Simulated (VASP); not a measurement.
# Cr (Pm-3n) in VASP: notebook

Cr is run at these levels: RPBE; tasks: single point.

Everything below comes from runs of VASP 6.6.1. Logs are shortened: lines on timing, memory, paths and dates and some standing lists are left out, and cuts for length are marked.

**1. The cell of the first run**

Symmetry: Pm-3n, No. 223, cubic system. The conventional cell has a = 4.573 Å, b = 4.573 Å, c = 4.573 Å, α = 90.00°, β = 90.00°, γ = 90.00°. Within 3.4 Å of Cr (site symmetry m-3) lie 12 Cr at 2.56 Å. Cr (site symmetry -4m2) has 14 Cr at 2.29 to 2.80 Å within 3.0 Å.

**2. Single point, RPBE, collinear spin, ferromagnetic start**

INCAR reads:

```
SYSTEM = Cr
ALGO = Normal
EDIFF = 1E-6
ENCUT = 520
GGA = RP
ISIF = 2
ISMEAR = -1
ISPIN = 2
LASPH = .TRUE.
LCHARG = .FALSE.
LMAXMIX = 4
LORBIT = 11
LREAL = .FALSE.
LWAVE = .FALSE.
MAGMOM = 1.5 1.5 1.5 1.5 1.5 1.5 1.5 1.5
NBANDS = 62
NELM = 150
PREC = Accurate
SIGMA = 0.05
```

KPOINTS reads:

```
k-points
0
G
  6 6 6
  0 0 0
```

POSCAR reads:

```
Cr
1.0
    4.5727862343      0.0000000000      0.0000000000
    0.0000000000      4.5727862343      0.0000000000
    0.0000000000      0.0000000000      4.5727862343
Cr
8
Direct
    0.0000000000      0.0000000000      1.0000000000
    0.5000000000      0.5000000000      0.5000000000
    0.2500000000      0.0000000000      0.5000000000
    0.7500000000      0.0000000000      0.5000000000
    0.5000000000      0.2500000000      0.0000000000
    0.5000000000      0.7500000000      1.0000000000
    1.0000000000      0.5000000000      0.2500000000
    1.0000000000      0.5000000000      0.7500000000
```

Potentials or basis: VASP PAW PBE potentials, release 64 (Cr_pv).

Run with:

```console
$ cat potpaw_PBE.64/Cr_pv/POTCAR > POTCAR
$ mpirun -np 1 vasp_std > vasp.out
```

OUTCAR:

```text
SYSTEM = Cr
   EDIFF = 1E-6
   ENCUT = 520
   GGA = RP
   ISIF = 2
   ISMEAR = -1
   ISPIN = 2
   LASPH = .TRUE.
   LORBIT = 11
   LREAL = .FALSE.
   NELM = 150
   PREC = Accurate

 ion  position               nearest neighbor table
   1  0.000  0.000  0.000-   3 2.56   4 2.56   5 2.56   6 2.56   7 2.56   8 2.56   3 2.56   4 2.56
                             7 2.56   8 2.56   5 2.56   6 2.56
   2  0.500  0.500  0.500-   3 2.56   4 2.56   5 2.56   6 2.56   7 2.56   8 2.56   5 2.56   6 2.56
                             3 2.56   4 2.56   7 2.56   8 2.56
   3  0.250  0.000  0.500-   4 2.29   4 2.29   1 2.56   1 2.56   2 2.56   2 2.56   5 2.80   6 2.80
                             6 2.80   5 2.80   8 2.80   7 2.80   8 2.80   7 2.80
   4  0.750  0.000  0.500-   3 2.29   3 2.29   1 2.56   1 2.56   2 2.56   2 2.56   5 2.80   6 2.80
                             6 2.80   5 2.80   8 2.80   7 2.80   8 2.80   7 2.80
   5  0.500  0.250  0.000-   6 2.29   6 2.29   1 2.56   2 2.56   2 2.56   1 2.56   3 2.80   4 2.80
                             3 2.80   4 2.80   8 2.80   7 2.80   7 2.80   8 2.80
   6  0.500  0.750  0.000-   5 2.29   5 2.29   1 2.56   2 2.56   2 2.56   1 2.56   3 2.80   4 2.80
                             3 2.80   4 2.80   8 2.80   7 2.80   7 2.80   8 2.80
   7  0.000  0.500  0.250-   8 2.29   8 2.29   1 2.56   2 2.56   1 2.56   2 2.56   3 2.80   4 2.80
                             5 2.80   3 2.80   4 2.80   6 2.80   5 2.80   6 2.80
   8  0.000  0.500  0.750-   7 2.29   7 2.29   1 2.56   2 2.56   1 2.56   2 2.56   3 2.80   4 2.80
                             5 2.80   3 2.80   4 2.80   6 2.80   5 2.80   6 2.80

  LATTYP: Found a simple cubic cell.
 ALAT       =     4.5727862343

  Lattice vectors:

 A1 = (   4.5727862343,   0.0000000000,   0.0000000000)
 A2 = (   0.0000000000,   4.5727862343,   0.0000000000)
 A3 = (   0.0000000000,   0.0000000000,   4.5727862343)

Analysis of symmetry for initial positions (statically):
=====================================================================
 Subroutine PRICEL returns:
 Original cell was already a primitive cell.

 Routine SETGRP: Setting up the symmetry group for a
 simple cubic supercell.

 Subroutine GETGRP returns: Found 48 space group operations
 (whereof 24 operations were pure point group operations)
 out of a pool of 48 trial point group operations.

The static configuration has the point symmetry T_h .
 The point group associated with its full space group is O_h .

Analysis of symmetry for dynamics (positions and initial velocities):
=====================================================================
 Subroutine PRICEL returns:
 Original cell was already a primitive cell.

 Routine SETGRP: Setting up the symmetry group for a
 simple cubic supercell.

 Subroutine GETGRP returns: Found 48 space group operations
 (whereof 24 operations were pure point group operations)
 out of a pool of 48 trial point group operations.

The dynamic configuration has the point symmetry T_h .
 The point group associated with its full space group is O_h .

Analysis of structural, dynamic, and magnetic symmetry:
=====================================================================
 Subroutine PRICEL returns:
 Original cell was already a primitive cell.

 Routine SETGRP: Setting up the symmetry group for a
 simple cubic supercell.

 Subroutine GETGRP returns: Found 48 space group operations
 (whereof 24 operations were pure point group operations)
 out of a pool of 48 trial point group operations.

The overall configuration has the point symmetry T_h .
 The point group associated with its full space group is O_h .

 Subroutine INISYM returns: Found 48 space group operations
 (whereof 24 operations are pure point group operations),
 and found     1 'primitive' translations

----------------------------------------------------------------------------------------

                                     Primitive cell

  volume of cell :      95.6187

  direct lattice vectors                    reciprocal lattice vectors
     4.572786234  0.000000000  0.000000000     0.218685053  0.000000000  0.000000000
     0.000000000  4.572786234  0.000000000     0.000000000  0.218685053  0.000000000
     0.000000000  0.000000000  4.572786234     0.000000000  0.000000000  0.218685053

  length of vectors
     4.572786234  4.572786234  4.572786234     0.218685053  0.218685053  0.218685053

  position of ions in fractional coordinates (direct lattice)
     0.000000000  0.000000000  0.000000000
     0.500000000  0.500000000  0.500000000
     0.250000000  0.000000000  0.500000000
     0.750000000  0.000000000  0.500000000
     0.500000000  0.250000000  0.000000000
     0.500000000  0.750000000  0.000000000
     0.000000000  0.500000000  0.250000000
     0.000000000  0.500000000  0.750000000

  ion indices of the primitive-cell ions
   primitive index   ion index
                 1           1
                 2           2
                 3           3
                 4           4
                 5           5
                 6           6
                 7           7
                 8           8

----------------------------------------------------------------------------------------

 KPOINTS: k-points

Automatic generation of k-mesh.
 Grid dimensions read from file:
 generate k-points for:    6    6    6

 Generating k-lattice:

  Cartesian coordinates                     Fractional coordinates (reciprocal lattice)
     0.036447509  0.000000000  0.000000000     0.166666667  0.000000000  0.000000000
     0.000000000  0.036447509  0.000000000     0.000000000  0.166666667  0.000000000
     0.000000000  0.000000000  0.036447509     0.000000000  0.000000000  0.166666667

  Length of vectors
     0.036447509  0.036447509  0.036447509

  Shift w.r.t. Gamma in fractional coordinates (k-lattice)
     0.000000000  0.000000000  0.000000000

 Subroutine IBZKPT returns following result:
 ===========================================

 Found     20 irreducible k-points:

 Following reciprocal coordinates:
            Coordinates               Weight
  0.000000  0.000000  0.000000      1.000000
  0.166667  0.000000  0.000000      6.000000
  0.333333  0.000000  0.000000      6.000000
  0.500000  0.000000  0.000000      3.000000
  0.166667  0.166667  0.000000     12.000000
  0.333333  0.166667  0.000000     24.000000
[... 12 lines left out ...]
  0.500000  0.500000  0.333333      6.000000
  0.500000  0.500000  0.500000      1.000000
   k-points           NKPTS =     20   k-points in BZ     NKDIM =     20   number of bands    NBANDS=     62
   number of dos      NEDOS =    301   number of ions     NIONS =      8
   total plane-waves  NPLWV =  46656
   dimension x,y,z NGX =    36 NGY =   36 NGZ =   36
   dimension x,y,z NGXF=    72 NGYF=   72 NGZF=   72
   ions per type =               8
   NGX,Y,Z   is equivalent  to a cutoff of  13.09, 13.09, 13.09 a.u.
   NGXF,Y,Z  is equivalent  to a cutoff of  26.18, 26.18, 26.18 a.u.
 SYSTEM =  Cr
   PREC   = accura    normal or accurate (medium, high low for compatibility)
   ISTART =      0    job   : 0-new  1-cont  2-samecut
   ICHARG =      2    charge: 1-file 2-atom 10-const
   ISPIN  =      2    spin polarized calculation?
   LNONCOLLINEAR =      F non collinear calculations
   LSORBIT =      F    spin-orbit coupling
   LASPH  =      T    aspherical Exc in radial PAW
   ENCUT  =  520.0 eV  38.22 Ry    6.18 a.u.   8.50  8.50  8.50*2*pi/ulx,y,z
   NELM   =    150;   NELMIN=  2; NELMDL= -5     # of ELM steps
   EDIFF  = 0.1E-05   stopping-criterion for ELM
   LREAL  =      F    real-space projection
   EDIFFG = 0.1E-04   stopping-criterion for IOM
   NSW    =      0    number of steps for IOM
   IBRION =     -1    ionic relax: 0-MD 1-quasi-New 2-CG
   NFREE  =      0    steps in history (QN), initial steepest desc. (CG)
   ISIF   =      2    stress and relaxation
   ISYM   =      2    0-nonsym 1-usesym 2-fastsym
   POTIM  = 0.5000    time-step for ionic-motion
   TEBEG  =    0.0;   TEEND  =   0.0 temperature during run
   PSTRESS=    0.0 pullay stress
   NELECT =      96.0000    total number of electrons
   NUPDOWN=      -1.0000    fix difference up-down
   EMIN   =  10.00;   EMAX   =-10.00  energy-range for DOS
   EFERMI =   0.00;   METHOD = LEGACY
   ISMEAR =    -1;   SIGMA  =   0.05  broadening in eV -4-tet -1-fermi 0-gaus
   EFERMI_NEDOS =   21; number of points for ismear=-14 and -15
   IALGO  =     38    algorithm
   IMIX   =      4    mixing-type and parameters
     AMIX     =   0.40;   BMIX     =  1.00
     AMIX_MAG =   1.60;   BMIX_MAG =  1.00
  volume/ion in A,a.u.               =      11.95        80.66
  Fermi-wavevector in a.u.,A,eV,Ry     =   1.639272  3.097775 36.561746  2.687213
  Thomas-Fermi vector in A             =   2.730105
   LORBIT       =     11    0 simple, 1 ext, 2 COOP (PROOUT), +10 PAW based schemes
   GGA     = RP    functional components
   LHFCALC =     F    Hartree Fock is set to
   AEXX    =    0.0000 exact exchange contribution
   IVDW    =     0    specifies the selected vdW correction
   LEPSILON=     F    determine dielectric tensor
   LRPA    =     F    only Hartree local field effects (RPA)
 spin polarized calculation
  energy-cutoff  :      520.00
  volume of cell :       95.62
 maximum number of plane-waves:      2601
 NGX is ok and might be reduce to    36
   NGX = 17   NGY = 17   NGZ = 17

 number of electron      95.9999920 magnetization       0.0014282

 number of electron      95.9999920 magnetization      -0.0000486

 Free energy of the ion-electron system (eV)
  ---------------------------------------------------
  ext. energy  EPLUGINS =         0.00000000
  ---------------------------------------------------
  free energy    TOTEN  =       -71.37765759 eV

  energy without entropy =      -71.33263514  energy(sigma->0) =      -71.35514636

 E-fermi :  10.4774     XC(G=0): -13.3493

 val. band max:       10.4772573658   @ k =   0.5000   0.3333   0.0000
 cond. band min:      10.5018460958   @ k =   0.3333   0.3333   0.0000
 fundamental gap:      0.0245887301
 Fermi energy:        10.4774389017

 spin component 1

 k-point     1 :       0.0000    0.0000    0.0000
  band No.  band energies     occupation
      1     -33.2521      1.00000
      2     -33.2521      1.00000
      3     -33.1515      1.00000
      4     -32.9533      1.00000
      5     -32.9533      1.00000
      6     -32.9533      1.00000
[... 1249 lines left out ...]
     59      12.1375      0.00000
     60      12.1375      0.00000
 Fermi energy:        10.4774389017

 spin component 2

 k-point     1 :       0.0000    0.0000    0.0000
  band No.  band energies     occupation
      1     -33.2522      1.00000
      2     -33.2522      1.00000
      3     -33.1517      1.00000
      4     -32.9533      1.00000
      5     -32.9533      1.00000
      6     -32.9533      1.00000
[... 1249 lines left out ...]
     59      12.1375      0.00000
     60      12.1375      0.00000
 [bands above 60 left out]

------------------------ aborting loop because EDIFF is reached ----------------------------------------

  FORCE on cell =-STRESS in cart. coord.  units (eV):
  Direction    XX          YY          ZZ          XY          YZ          ZX
  --------------------------------------------------------------------------------------
  -------------------------------------------------------------------------------------
  Total       -0.1987542     -0.1987542     -0.1987542     -0.0000000     -0.0000000     -0.0000000
  in kB       -3.3303058     -3.3303058     -3.3303058     -0.0000000     -0.0000000     -0.0000000
  external PRESSURE =      -3.3303058 kB  Pullay stress =       0.0000000 kB

 VOLUME and BASIS-vectors are now :
 -----------------------------------------------------------------------------
  energy-cutoff  :      520.00
  volume of cell :       95.62
      direct lattice vectors                 reciprocal lattice vectors
     4.572786234  0.000000000  0.000000000     0.218685053  0.000000000  0.000000000
     0.000000000  4.572786234  0.000000000     0.000000000  0.218685053  0.000000000
     0.000000000  0.000000000  4.572786234     0.000000000  0.000000000  0.218685053

 POSITION                                       TOTAL-FORCE (eV/Angst)
 -----------------------------------------------------------------------------------
      0.00000      0.00000      0.00000        -0.000000      0.000000     -0.000000
      2.28639      2.28639      2.28639        -0.000000      0.000000     -0.000000
      1.14320      0.00000      2.28639         0.000000     -0.000000      0.000000
      3.42959      0.00000      2.28639        -0.000000     -0.000000      0.000000
      2.28639      1.14320      0.00000        -0.000000      0.000000     -0.000000
      2.28639      3.42959      0.00000        -0.000000     -0.000000      0.000000
      0.00000      2.28639      1.14320         0.000000      0.000000     -0.000000
      0.00000      2.28639      3.42959         0.000000      0.000000     -0.000000
 -----------------------------------------------------------------------------------
    total drift:                                0.000000      0.000000     -0.000000

  FREE ENERGIE OF THE ION-ELECTRON SYSTEM (eV)
  ---------------------------------------------------
  free  energy   TOTEN  =       -71.3776575899 eV

  energy  without entropy=      -71.3326351397  energy(sigma->0) =      -71.35514636

 total charge

# of ion       s       p       d       tot
------------------------------------------
    1        0.464   6.405   4.172  11.041
    2        0.464   6.405   4.172  11.041
    3        0.448   6.382   4.183  11.013
    4        0.448   6.382   4.183  11.013
    5        0.448   6.382   4.183  11.013
    6        0.448   6.382   4.183  11.013
    7        0.448   6.382   4.183  11.013
    8        0.448   6.382   4.183  11.013
--------------------------------------------------
tot          3.615  51.101  33.443  88.159

 magnetization (x)

# of ion       s       p       d       tot
------------------------------------------
    1        0.000   0.000   0.000   0.001
    2        0.000   0.000   0.000   0.001
    3       -0.000  -0.000  -0.000  -0.000
    4       -0.000  -0.000  -0.000  -0.000
    5       -0.000  -0.000  -0.000  -0.000
    6       -0.000  -0.000  -0.000  -0.000
    7       -0.000  -0.000  -0.000  -0.000
    8       -0.000  -0.000  -0.000  -0.000
--------------------------------------------------
tot         -0.000   0.000  -0.000  -0.000
```

Run time: 3.4 min. Hardware: 1 thread of Intel Xeon 6975P-C (Granite Rapids), shared host; peak memory 0.32 GiB.

What came out:

| Item | Value |
| --- | --- |
| Free energy | -71.3777 eV |
| Pressure | -0.3 GPa |
| Band gap on the k mesh | zero (filled and empty bands overlap) |
| Net moment | 0.00 μB per cell |
| Valence electrons inside the program's atomic spheres | Cr 11.04, 11.01 |

Caveat: the starting moments collapsed, and a magnetic state may lie lower; the PAW data sets were made with another functional, which shifts forces and pressure a little.

**3. Single point, RPBE, collinear spin, ferromagnetic start**

INCAR reads:

```
PREC     = Accurate       # precision mode
ENCUT    = 520            # plane-wave cutoff, eV
EDIFF    = 1E-7           # SCF threshold, eV
ISMEAR   = -1             # smearing method
SIGMA    = 0.05           # smearing width, eV
LREAL    = F              # projectors in reciprocal space
LASPH    = T              # aspherical terms in the spheres
NELM     = 150            # most SCF steps
ALGO     = Normal         # electronic algorithm
ISIF     = 2              # what is computed and relaxed
LWAVE    = F              # write WAVECAR
LCHARG   = F              # write CHGCAR
ISPIN    = 2              # spin polarisation
MAGMOM   = 1.5 1.5 1.5 1.5 1.5 1.5 1.5 1.5 # initial moments
LORBIT   = 11             # projections on sites
LMAXMIX  = 4              # l up to which the mixer works
GGA      = RP             # functional
NBANDS   = 62             # bands
```

KPOINTS reads:

```
regular mesh
0
Gamma
  7 7 7
```

POSCAR is that of step 2.

Potentials or basis: VASP PAW PBE potentials, release 64 (Cr_pv).

Run with:

```console
$ cat potpaw_PBE.64/Cr_pv/POTCAR > POTCAR
$ mpirun -np 1 vasp_std > vasp.out
```

It took 3.4 min on 1 thread of Intel Xeon 6975P-C (Granite Rapids), shared host; peak memory 0.32 GiB.

The run converged. Its results:

- Free energy: -71.3958 eV
- Pressure: -0.4 GPa
- Band gap on the k mesh: zero (filled and empty bands overlap)
- Net moment: 0.00 μB per cell
- Valence electrons inside the program's atomic spheres: Cr 11.04, 11.01

Levels at points of the mesh, in eV from the Fermi level:
Spin up:
```tsv
k point	band 45	band 46	band 47	band 48	band 49	band 50	band 51	band 52
(0.00, 0.00, 0.00)	-0.99	-0.99	-0.25	-0.25	-0.25	0.85	0.85	0.85
```
Spin down:
| k point | band 45 | band 46 | band 47 | band 48 | band 49 | band 50 | band 51 | band 52 |
| --- | --- | --- | --- | --- | --- | --- | --- | --- |
| (0.00, 0.00, 0.00) | -0.99 | -0.99 | -0.25 | -0.25 | -0.25 | 0.85 | 0.85 | 0.85 |

Caveat: the starting moments collapsed, and a magnetic state may lie lower; the PAW data sets were made with another functional, which shifts forces and pressure a little.
